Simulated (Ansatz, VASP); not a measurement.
# One calculation of SiGe, two programs

The input POSCAR:

```
SiGe
1.0
    3.9044512986      0.0000000000      0.0000000000
   -1.9522256493      3.3813540124      0.0000000000
    0.0000000000      0.0000000000      6.4507830000
Si Ge
2 2
Direct
    0.6666666667      0.3333333333      0.8939844926
    0.3333333333      0.6666666667      0.3939844926
    0.6666666667      0.3333333333      0.5003920000
    0.3333333333      0.6666666667      0.0003920000
```

INCAR.step1

```
PREC = Accurate ; ENCUT = 520
ISMEAR = 0 ; SIGMA = 0.05
LREAL = False ; LASPH = True
NELM = 80 ; NBANDS = 26
GGA = PE ; ALGO = Normal
EDIFF = 1E-4 ; LWAVE = True
LCHARG = False
```

INCAR.step2

```
PREC = Accurate ; ENCUT = 520
EDIFF = 1E-6 ; ISMEAR = 0
SIGMA = 0.05 ; LREAL = False
LASPH = True ; NELM = 80
ALGO = Normal ; ISIF = 2
LWAVE = False ; LCHARG = False
METAGGA = R2SCAN ; LMIXTAU = True
NBANDS = 26 ; ISTART = 1
```

Contents of KPOINTS:

```
regular mesh
0
Gamma
  12 12 4
```

Input for Ansatz:

```yaml
crystal:
  lattice:
    - [3.9044512986, 0.0, 0.0]
    - [-1.9522256493, 3.3813540124, 0.0]
    - [0.0, 0.0, 6.450783]
  atoms:
    - { symbol: Si, position: [0.6666666667, 0.3333333333, 0.8939844926] }
    - { symbol: Si, position: [0.3333333333, 0.6666666667, 0.3939844926] }
    - { symbol: Ge, position: [0.6666666667, 0.3333333333, 0.500392] }
    - { symbol: Ge, position: [0.3333333333, 0.6666666667, 0.000392] }
basis:
  ecutwfc: 500
kpoints:
  mp_grid: { grid: [12, 12, 4] }
hamiltonian:
  xc: r2scan
scf:
  occupations: { method: gaussian, width: 0.05 }
output:
  forces: true
  stress: true
  eigenvalues: true
```

Change from the starting cell: all Si atoms moved +0.125 Å, as atom 1 along Cartesian [0 0 1].

Alike in both runs: task single point; functional r2SCAN; k mesh 12 × 12 × 4; occupations gaussian, width 0.05 eV; no spin polarisation.

```csv
,VASP,Ansatz
version,VASP 6.6.1,Ansatz 0.2.0
potentials or method,"VASP PAW PBE potentials, release 64 (Si, Ge_d), cutoff 520 eV","scalar-relativistic, plane waves, PAW"
valence electrons in the cell,36,36
```

|  | VASP | Ansatz | Ansatz less VASP |
| --- | --- | --- | --- |
| gap on the k mesh at the Fermi level (eV) | 0.07 | 0.07 | -0.001 |
| least direct gap on the mesh (eV) | 0.08 | 0.09 | +0.008 |
| pressure (GPa) | 0.6 | 0.6 | +0.05 |
| traceless stress, the component that is largest in VASP (GPa) | -3.86 | -3.86 | +0.005 |
| rms of the force components (eV/Å) | 0.772 | 0.768 | -0.0040 |

VASP's potentials were made for PBE, not for r2SCAN. Atom by atom the forces differ by 0.004 eV/Å (rms over components). The functional is the same, so the differences come from potentials, cutoffs and numerics.
